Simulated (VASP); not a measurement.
# KMgI3 (Pm-3m) in VASP: single point with PBEsol

Aim: the single point of KMgI3 with PBEsol.

All numbers are computed with VASP 6.6.1; they aren't measurements. Logs are shortened: lines on timing, memory, paths and dates and some standing lists are left out, and cuts for length are marked.

### 1 The cell of the first run

The structure is cubic, space group Pm-3m (No. 221). The conventional cell has a = 5.753 Å, b = 5.753 Å, c = 5.753 Å, α = 90.00°, β = 90.00°, γ = 90.00°. K (site symmetry m-3m) has 12 I at 4.07 Å and 8 Mg at 4.98 Å within 5.3 Å. Mg (site symmetry m-3m) has 6 I at 2.88 Å within 3.8 Å. I (site symmetry 4/mmm) has 2 Mg at 2.88 Å within 3.8 Å.

### 2 Single point, PBEsol

Input file INCAR:

```
SYSTEM = KMgI3
PREC = Accurate
ENCUT = 520
EDIFF = 1E-6
ISMEAR = -1
SIGMA = 0.03
LREAL = .False.
LASPH = .True.
NELM = 60
ALGO = Normal
ISIF = 2
LWAVE = .False.
LCHARG = .True.
GGA = PS
LELF = .True.
LVHAR = .True.
NBANDS = 24
```

Input file KPOINTS:

```
regular mesh
0
Gamma
  4 4 4
  0 0 0
```

Input file POSCAR:

```
KMgI3
1.0
    5.7530721668      0.0000000000      0.0000000000
    0.0000000000      5.7530721668      0.0000000000
    0.0000000000      0.0000000000      5.7530721668
K Mg I
1 1 3
Direct
    0.0000000000      0.0000000000      0.0000000000
    0.5000000000      0.5000000000      0.5000000000
    0.0000000000      0.5000000000      0.5000000000
    0.5000000000      0.0000000000      0.5000000000
    0.5000000000      0.5000000000      0.0000000000
```

Potentials or basis: VASP PAW PBE potentials, release 64 (K_sv, Mg, I).

Run with:

```sh
$ cat potpaw_PBE.64/K_sv/POTCAR potpaw_PBE.64/Mg/POTCAR potpaw_PBE.64/I/POTCAR > POTCAR
$ mpirun -np 1 vasp_std > vasp.out
```

OUTCAR:

```text
SYSTEM = KMgI3
   PREC = Accurate
   ENCUT = 520
   EDIFF = 1E-6
   ISMEAR = -1
   LREAL = .False.
   LASPH = .True.
   NELM = 60
   ISIF = 2
   GGA = PS

 ion  position               nearest neighbor table
   1  0.000  0.000  0.000-
   2  0.500  0.500  0.500-   3 2.88   4 2.88   5 2.88   5 2.88   4 2.88   3 2.88
   3  0.000  0.500  0.500-   2 2.88   2 2.88
   4  0.500  0.000  0.500-   2 2.88   2 2.88
   5  0.500  0.500  0.000-   2 2.88   2 2.88

  LATTYP: Found a simple cubic cell.
 ALAT       =     5.7530721668

  Lattice vectors:

 A1 = (   5.7530721668,   0.0000000000,   0.0000000000)
 A2 = (   0.0000000000,   5.7530721668,   0.0000000000)
 A3 = (   0.0000000000,   0.0000000000,   5.7530721668)

Analysis of symmetry for initial positions (statically):
=====================================================================
 Subroutine PRICEL returns:
 Original cell was already a primitive cell.

 Routine SETGRP: Setting up the symmetry group for a
 simple cubic supercell.

 Subroutine GETGRP returns: Found 48 space group operations
 (whereof 48 operations were pure point group operations)
 out of a pool of 48 trial point group operations.

The static configuration has the point symmetry O_h .

Analysis of symmetry for dynamics (positions and initial velocities):
=====================================================================
 Subroutine PRICEL returns:
 Original cell was already a primitive cell.

 Routine SETGRP: Setting up the symmetry group for a
 simple cubic supercell.

 Subroutine GETGRP returns: Found 48 space group operations
 (whereof 48 operations were pure point group operations)
 out of a pool of 48 trial point group operations.

The dynamic configuration has the point symmetry O_h .

 Subroutine INISYM returns: Found 48 space group operations
 (whereof 48 operations are pure point group operations),
 and found     1 'primitive' translations

----------------------------------------------------------------------------------------

                                     Primitive cell

  volume of cell :     190.4143

  direct lattice vectors                    reciprocal lattice vectors
     5.753072167  0.000000000  0.000000000     0.173820173  0.000000000  0.000000000
     0.000000000  5.753072167  0.000000000     0.000000000  0.173820173  0.000000000
     0.000000000  0.000000000  5.753072167     0.000000000  0.000000000  0.173820173

  length of vectors
     5.753072167  5.753072167  5.753072167     0.173820173  0.173820173  0.173820173

  position of ions in fractional coordinates (direct lattice)
     0.000000000  0.000000000  0.000000000
     0.500000000  0.500000000  0.500000000
     0.000000000  0.500000000  0.500000000
     0.500000000  0.000000000  0.500000000
     0.500000000  0.500000000  0.000000000

  ion indices of the primitive-cell ions
   primitive index   ion index
                 1           1
                 2           2
                 3           3
                 4           4
                 5           5

----------------------------------------------------------------------------------------

 KPOINTS: regular mesh

Automatic generation of k-mesh.
 Grid dimensions read from file:
 generate k-points for:    4    4    4

 Generating k-lattice:

  Cartesian coordinates                     Fractional coordinates (reciprocal lattice)
     0.043455043  0.000000000  0.000000000     0.250000000  0.000000000  0.000000000
     0.000000000  0.043455043  0.000000000     0.000000000  0.250000000  0.000000000
     0.000000000  0.000000000  0.043455043     0.000000000  0.000000000  0.250000000

  Length of vectors
     0.043455043  0.043455043  0.043455043

  Shift w.r.t. Gamma in fractional coordinates (k-lattice)
     0.000000000  0.000000000  0.000000000

 Subroutine IBZKPT returns following result:
 ===========================================

 Found     10 irreducible k-points:

 Following reciprocal coordinates:
            Coordinates               Weight
  0.000000  0.000000  0.000000      1.000000
  0.250000  0.000000  0.000000      6.000000
  0.500000  0.000000  0.000000      3.000000
  0.250000  0.250000  0.000000     12.000000
  0.500000  0.250000  0.000000     12.000000
  0.500000  0.500000  0.000000      3.000000
  0.250000  0.250000  0.250000      8.000000
  0.500000  0.250000  0.250000     12.000000
  0.500000  0.500000  0.250000      6.000000
  0.500000  0.500000  0.500000      1.000000
   k-points           NKPTS =     10   k-points in BZ     NKDIM =     10   number of bands    NBANDS=     24
   number of dos      NEDOS =    301   number of ions     NIONS =      5
   total plane-waves  NPLWV = 110592
   dimension x,y,z NGX =    48 NGY =   48 NGZ =   48
   dimension x,y,z NGXF=    96 NGYF=   96 NGZF=   96
   ions per type =               1   1   3
   NGX,Y,Z   is equivalent  to a cutoff of  13.87, 13.87, 13.87 a.u.
   NGXF,Y,Z  is equivalent  to a cutoff of  27.74, 27.74, 27.74 a.u.
 SYSTEM =  KMgI3
   PREC   = accura    normal or accurate (medium, high low for compatibility)
   ISTART =      0    job   : 0-new  1-cont  2-samecut
   ICHARG =      2    charge: 1-file 2-atom 10-const
   ISPIN  =      1    spin polarized calculation?
   LNONCOLLINEAR =      F non collinear calculations
   LSORBIT =      F    spin-orbit coupling
   LASPH  =      T    aspherical Exc in radial PAW
   ENCUT  =  520.0 eV  38.22 Ry    6.18 a.u.  10.70 10.70 10.70*2*pi/ulx,y,z
   NELM   =     60;   NELMIN=  2; NELMDL= -5     # of ELM steps
   EDIFF  = 0.1E-05   stopping-criterion for ELM
   LREAL  =      F    real-space projection
   EDIFFG = 0.1E-04   stopping-criterion for IOM
   NSW    =      0    number of steps for IOM
   IBRION =     -1    ionic relax: 0-MD 1-quasi-New 2-CG
   NFREE  =      0    steps in history (QN), initial steepest desc. (CG)
   ISIF   =      2    stress and relaxation
   ISYM   =      2    0-nonsym 1-usesym 2-fastsym
   POTIM  = 0.5000    time-step for ionic-motion
   TEBEG  =    0.0;   TEEND  =   0.0 temperature during run
   PSTRESS=    0.0 pullay stress
   NELECT =      32.0000    total number of electrons
   NUPDOWN=      -1.0000    fix difference up-down
   EMIN   =  10.00;   EMAX   =-10.00  energy-range for DOS
   EFERMI =   0.00;   METHOD = LEGACY
   ISMEAR =    -1;   SIGMA  =   0.03  broadening in eV -4-tet -1-fermi 0-gaus
   EFERMI_NEDOS =   21; number of points for ismear=-14 and -15
   IALGO  =     38    algorithm
   IMIX   =      4    mixing-type and parameters
     AMIX     =   0.40;   BMIX     =  1.00
     AMIX_MAG =   1.60;   BMIX_MAG =  1.00
  volume/ion in A,a.u.               =      38.08       257.00
  Fermi-wavevector in a.u.,A,eV,Ry     =   0.903424  1.707224 11.104736  0.816175
  Thomas-Fermi vector in A             =   2.026748
   LORBIT       =      0    0 simple, 1 ext, 2 COOP (PROOUT), +10 PAW based schemes
   GGA     = PS    functional components
   LHFCALC =     F    Hartree Fock is set to
   AEXX    =    0.0000 exact exchange contribution
   IVDW    =     0    specifies the selected vdW correction
   LEPSILON=     F    determine dielectric tensor
   LRPA    =     F    only Hartree local field effects (RPA)
 non-spin polarized calculation
  energy-cutoff  :      520.00
  volume of cell :      190.41
 maximum number of plane-waves:      5142
 NGX is ok and might be reduce to    48
   NGX = 21   NGY = 21   NGZ = 21

 number of electron      32.0000004 magnetization

 Free energy of the ion-electron system (eV)
  ---------------------------------------------------
  ext. energy  EPLUGINS =         0.00000000
  ---------------------------------------------------
  free energy    TOTEN  =       -13.77253840 eV

  energy without entropy =      -13.77253840  energy(sigma->0) =      -13.77253840

 E-fermi :   2.2501     XC(G=0):  -7.9129

 val. band max:        1.6090905205   @ k =   0.5000   0.5000   0.5000
 cond. band min:       2.8252684781   @ k =   0.0000   0.0000   0.0000
 fundamental gap:      1.2161779576
 Fermi energy:         2.2500585738

 k-point     1 :       0.0000    0.0000    0.0000
  band No.  band energies     occupation
      1     -28.0005      2.00000
      2     -11.5238      2.00000
      3     -11.5238      2.00000
      4     -11.5238      2.00000
      5     -10.5211      2.00000
      6      -9.6250      2.00000
[... 16 lines left out ...]
     23       6.5395      0.00000
     24       9.3704      0.00000

 k-point     2 :       0.2500    0.0000    0.0000
  band No.  band energies     occupation
      1     -28.0005      2.00000
      2     -11.5347      2.00000
      3     -11.5234      2.00000
      4     -11.5234      2.00000
      5     -10.4095      2.00000
      6      -9.7433      2.00000
[... 16 lines left out ...]
     23       7.2671      0.00000
     24       8.6668      0.00000

 k-point     3 :       0.5000    0.0000    0.0000
  band No.  band energies     occupation
      1     -28.0005      2.00000
      2     -11.5449      2.00000
      3     -11.5230      2.00000
      4     -11.5230      2.00000
      5     -10.2291      2.00000
      6      -9.9313      2.00000
[... 16 lines left out ...]
     23       8.1381      0.00000
     24       8.4593      0.00000

 k-point     4 :       0.2500    0.2500    0.0000
  band No.  band energies     occupation
      1     -28.0005      2.00000
      2     -11.5344      2.00000
      3     -11.5291      2.00000
      4     -11.5230      2.00000
      5     -10.3108      2.00000
      6      -9.7718      2.00000
[... 16 lines left out ...]
     23       7.9146      0.00000
     24       8.5023      0.00000

 k-point     5 :       0.5000    0.2500    0.0000
  band No.  band energies     occupation
      1     -28.0004      2.00000
      2     -11.5398      2.00000
      3     -11.5289      2.00000
      4     -11.5226      2.00000
      5     -10.1444      2.00000
      6      -9.9185      2.00000
[... 16 lines left out ...]
     23       7.9463      0.00000
     24       8.4707      0.00000

 k-point     6 :       0.5000    0.5000    0.0000
  band No.  band energies     occupation
      1     -28.0004      2.00000
      2     -11.5348      2.00000
      3     -11.5348      2.00000
      4     -11.5222      2.00000
      5      -9.9554      2.00000
      6      -9.9057      2.00000
[... 16 lines left out ...]
     23       8.2619      0.00000
     24       8.6108      0.00000

 k-point     7 :       0.2500    0.2500    0.2500
  band No.  band energies     occupation
      1     -28.0004      2.00000
      2     -11.5336      2.00000
      3     -11.5272      2.00000
      4     -11.5272      2.00000
      5     -10.2254      2.00000
      6      -9.7698      2.00000
[... 16 lines left out ...]
     23       8.1833      0.00000
     24       8.9622      0.00000

 k-point     8 :       0.5000    0.2500    0.2500
  band No.  band energies     occupation
      1     -28.0004      2.00000
      2     -11.5355      2.00000
      3     -11.5285      2.00000
      4     -11.5252      2.00000
      5     -10.0775      2.00000
      6      -9.9122      2.00000
[... 16 lines left out ...]
     23       8.2790      0.00000
     24       8.8825      0.00000

 k-point     9 :       0.5000    0.5000    0.2500
  band No.  band energies     occupation
      1     -28.0004      2.00000
      2     -11.5312      2.00000
      3     -11.5312      2.00000
      4     -11.5249      2.00000
      5      -9.9310      2.00000
      6      -9.9058      2.00000
[... 16 lines left out ...]
     23       8.0254      0.00000
     24       8.7024      0.00000

 k-point    10 :       0.5000    0.5000    0.5000
  band No.  band energies     occupation
      1     -28.0003      2.00000
      2     -11.5275      2.00000
      3     -11.5275      2.00000
      4     -11.5275      2.00000
      5      -9.9060      2.00000
      6      -9.9060      2.00000
[... 16 lines left out ...]
     23       8.1930      0.00000
     24       9.1520      0.00000

------------------------ aborting loop because EDIFF is reached ----------------------------------------

  FORCE on cell =-STRESS in cart. coord.  units (eV):
  Direction    XX          YY          ZZ          XY          YZ          ZX
  --------------------------------------------------------------------------------------
  -------------------------------------------------------------------------------------
  Total       -0.0267229     -0.0267229     -0.0267229      0.0000000     -0.0000000      0.0000000
  in kB       -0.2248510     -0.2248510     -0.2248510      0.0000000     -0.0000000      0.0000000
  external PRESSURE =      -0.2248510 kB  Pullay stress =       0.0000000 kB

 VOLUME and BASIS-vectors are now :
 -----------------------------------------------------------------------------
  energy-cutoff  :      520.00
  volume of cell :      190.41
      direct lattice vectors                 reciprocal lattice vectors
     5.753072167  0.000000000  0.000000000     0.173820173  0.000000000  0.000000000
     0.000000000  5.753072167  0.000000000     0.000000000  0.173820173  0.000000000
     0.000000000  0.000000000  5.753072167     0.000000000  0.000000000  0.173820173

 POSITION                                       TOTAL-FORCE (eV/Angst)
 -----------------------------------------------------------------------------------
      0.00000      0.00000      0.00000         0.000000      0.000000      0.000000
      2.87654      2.87654      2.87654         0.000000      0.000000      0.000000
      0.00000      2.87654      2.87654         0.000000      0.000000      0.000000
      2.87654      0.00000      2.87654         0.000000      0.000000      0.000000
      2.87654      2.87654      0.00000         0.000000      0.000000      0.000000
 -----------------------------------------------------------------------------------
    total drift:                               -0.000000      0.000000     -0.000000

  FREE ENERGIE OF THE ION-ELECTRON SYSTEM (eV)
  ---------------------------------------------------
  free  energy   TOTEN  =       -13.7725384013 eV

  energy  without entropy=      -13.7725384011  energy(sigma->0) =      -13.77253840
```

Wall time 69 s (1 thread of Intel Xeon Platinum 8259CL at 2.50GHz (Skylake/Cascade Lake), shared host); peak memory 0.32 GiB.

What came out:

- Free energy: -13.7725 eV
- Pressure: 0.0 GPa
- Band gap on the k mesh: 1.22 eV, indirect (least direct gap 1.74 eV)

Caveat: the PAW data sets were made with another functional, which shifts forces and pressure a little; spin-orbit coupling is left out, which moves the levels of the heavy elements.
